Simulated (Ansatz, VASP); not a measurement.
## TaSi2 in VASP and in Ansatz

File INCAR:

```
PREC = Accurate ; ENCUT = 520
EDIFF = 1E-6 ; ISMEAR = 0
SIGMA = 0.15 ; LREAL = F
LASPH = T ; NELM = 60
ALGO = Normal ; ISIF = 2
LWAVE = F ; LCHARG = F
GGA = PS ; NBANDS = 38
```

KPOINTS

```
Automatic mesh
0
Gamma
  9 9 6
```

The input POSCAR:

```
TaSi2
1.0
    4.7613605622      0.0000000000      0.0000000000
   -2.3806802811      4.1234592035      0.0000000000
    0.0000000000      0.0000000000      6.5581204410
Ta Si
3 6
Direct
    0.5000000000      0.0000000000     -0.1631565034
    0.5000000000      0.5000000000      0.6666666667
    0.0000000000      0.5000000000      0.3333333333
    0.1592624125      0.3185248251      0.0000000000
    0.8407375875      0.1592624125      0.6666666667
    0.6814751749      0.8407375875      0.3333333333
    0.8407375875      0.6814751749      0.0000000000
    0.1592624125      0.8407375875      0.6666666667
    0.3185248251      0.1592624125      0.3333333333
```

Input for Ansatz:

```yaml
crystal:
  lattice:
    - [4.7613605622, 0.0, 0.0]
    - [-2.3806802811, 4.1234592035, 0.0]
    - [0.0, 0.0, 6.558120441]
  atoms:
    - { symbol: Ta, position: [0.5, 0.0, -0.1631565034] }
    - { symbol: Ta, position: [0.5, 0.5, 0.6666666667] }
    - { symbol: Ta, position: [0.0, 0.5, 0.3333333333] }
    - { symbol: Si, position: [0.1592624125, 0.3185248251, 0.0] }
    - { symbol: Si, position: [0.8407375875, 0.1592624125, 0.6666666667] }
    - { symbol: Si, position: [0.6814751749, 0.8407375875, 0.3333333333] }
    - { symbol: Si, position: [0.8407375875, 0.6814751749, 0.0] }
    - { symbol: Si, position: [0.1592624125, 0.8407375875, 0.6666666667] }
    - { symbol: Si, position: [0.3185248251, 0.1592624125, 0.3333333333] }
basis:
  ecutwfc: 420
kpoints:
  mp_grid: { grid: [9, 9, 6] }
hamiltonian:
  xc: pbesol
  pseudopotentials: { kind: paw, azcp: { folder: soft_1 } }
scf:
  occupations: { method: gaussian, width: 0.15 }
output:
  forces: true
  stress: true
  eigenvalues: true
```

Alike in both runs: task single point; functional PBEsol; k mesh 9 × 9 × 6; occupations gaussian, width 0.15 eV; no spin polarisation.

```csv
,VASP,Ansatz
version,VASP 6.6.1,Ansatz 0.2.0
potentials or method,"VASP PAW PBE potentials, release 64 (Ta_pv, Si), cutoff 520 eV","scalar-relativistic, plane waves, PAW"
valence electrons in the cell,57,63
```

```tsv
	VASP	Ansatz	Ansatz less VASP
gap on the k mesh at the Fermi level (eV)	none	none	-
rms of the force components (eV/Å)	9.627	9.593	-0.0344
```

VASP's potentials were made for PBE, not for PBEsol, and Ansatz warns of the same on its side. Atom by atom the forces differ by 0.035 eV/Å (rms over components). A gap of «none» marks a metal or a gap that the smearing closes. VASP's potentials hold 57 valence electrons a cell and Ansatz's 63, so a difference there can come from the potentials and not from the codes.

Neither program's run includes spin-orbit coupling.
